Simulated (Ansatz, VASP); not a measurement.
## One calculation of SrTiO3, two programs

INCAR

```
ALGO = Normal ; EDIFF = 1E-6
ENCUT = 520 ; GGA = PE
ISIF = 2 ; ISMEAR = 0
LASPH = T ; LCHARG = F
LREAL = F ; LWAVE = F
NBANDS = 28 ; NELM = 60
PREC = Accurate ; SIGMA = 0.05
```

KPOINTS

```
k-points
0
Gamma
  8 8 8
```

Contents of POSCAR:

```
SrTiO3
1.0
    3.9364094381      0.0000000000      0.0000000000
    0.0000000000      3.9364094381      0.0000000000
    0.0000000000      0.0000000000      3.9364094381
Sr Ti O
1 1 3
Direct
   -0.0113070175      0.0000000000      0.0000000000
    0.5178595471      0.5000000000      0.5000000000
    0.0002045999      0.5000000000      0.5000000000
    0.5041429008      0.0000000000      0.5000000000
    0.5041429008      0.5000000000      0.0000000000
```

Input for Ansatz:

```yaml
crystal:
  lattice:
    - [3.9364094381, 0.0, 0.0]
    - [0.0, 3.9364094381, 0.0]
    - [0.0, 0.0, 3.9364094381]
  atoms:
    - { symbol: Sr, position: [-0.0113070175, 0.0, 0.0] }
    - { symbol: Ti, position: [0.5178595471, 0.5, 0.5] }
    - { symbol: O, position: [0.0002045999, 0.5, 0.5] }
    - { symbol: O, position: [0.5041429008, 0.0, 0.5] }
    - { symbol: O, position: [0.5041429008, 0.5, 0.0] }
basis:
  ecutwfc: 520.0
kpoints:
  mp_grid: { grid: [8, 8, 8] }
hamiltonian:
  xc: pbe
  pseudopotentials: { kind: paw, azcp: { folder: soft_1 } }
scf:
  occupations: { method: gaussian, width: 0.05 }
output:
  forces: true
  stress: true
  eigenvalues: true
```

Change from the starting cell: mode 1 frozen in at -0.019 Å and mode 7 at -0.058 Å (largest displacements).

Alike in both runs: task single point; functional PBE; k mesh 8 × 8 × 8; occupations gaussian, width 0.05 eV; no spin polarisation.

|  | VASP | Ansatz |
| --- | --- | --- |
| version | VASP 6.6.1 | Ansatz 0.2.0 |
| potentials or method | VASP PAW PBE potentials, release 64 (Sr_sv, Ti_sv, O), cutoff 520 eV | scalar-relativistic, plane waves, PAW |
| valence electrons in the cell | 40 | 40 |

VASP gave:

- gap on the k mesh at the Fermi level (eV): 1.82
- least direct gap on the mesh (eV): 2.24
- pressure (GPa): 1.2
- traceless stress, the component that is largest in VASP (GPa): 0.42
- rms of the force components (eV/Å): 0.113

Problem. Which values does Ansatz return?

Solution. gap on the k mesh at the Fermi level (eV): 1.86; least direct gap on the mesh (eV): 2.25; pressure (GPa): 0.5; traceless stress, the component that is largest in VASP (GPa): 0.40; rms of the force components (eV/Å): 0.106.

Atom by atom the forces differ by 0.012 eV/Å (rms over components). With one functional, cell and mesh, what is left measures potentials, basis and numerics.
